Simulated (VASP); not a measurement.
Ag, 1 atom in the cell. Symmetry: Fm-3m, No. 225, cubic system. Conventional cell: a = 4.054 Å, b = 4.054 Å, c = 4.054 Å, α = 90.00°, β = 90.00°, γ = 90.00°. Ag (site symmetry m-3m) has 12 Ag at 2.87 Å within 3.8 Å. 

* Program: VASP 6.6.1
* Task: single point
* Functional: PBEsol
* Potentials or basis: VASP PAW PBE potentials, release 64 (Ag)
* Cutoff: 520 eV
* k mesh: 28 × 28 × 28
* Occupations: gaussian, width 0.15 eV
* Spin: no spin polarisation
* Dipole correction: no
* Further INCAR settings: ALGO = Normal; EDIFF = 1e-06; NBANDS = 12

Potentials or basis: VASP PAW PBE potentials, release 64 (Ag).

Run with:

```bash
$ cat potpaw_PBE.64/Ag/POTCAR > POTCAR
$ mpirun -np 1 vasp_std > vasp.out
```

Hardware: 1 thread of Intel(R) Xeon(R) Platinum 8375C CPU @ 2.90GHz (Ice Lake), with other jobs on the host.

**Question.** How long does it take, and how much memory?

**Answer.** It took 110 s on 1 thread of Intel(R) Xeon(R) Platinum 8375C CPU @ 2.90GHz (Ice Lake) (shared host), peak memory 0.24 GiB. Counts: scf iterations 11, k points 624.
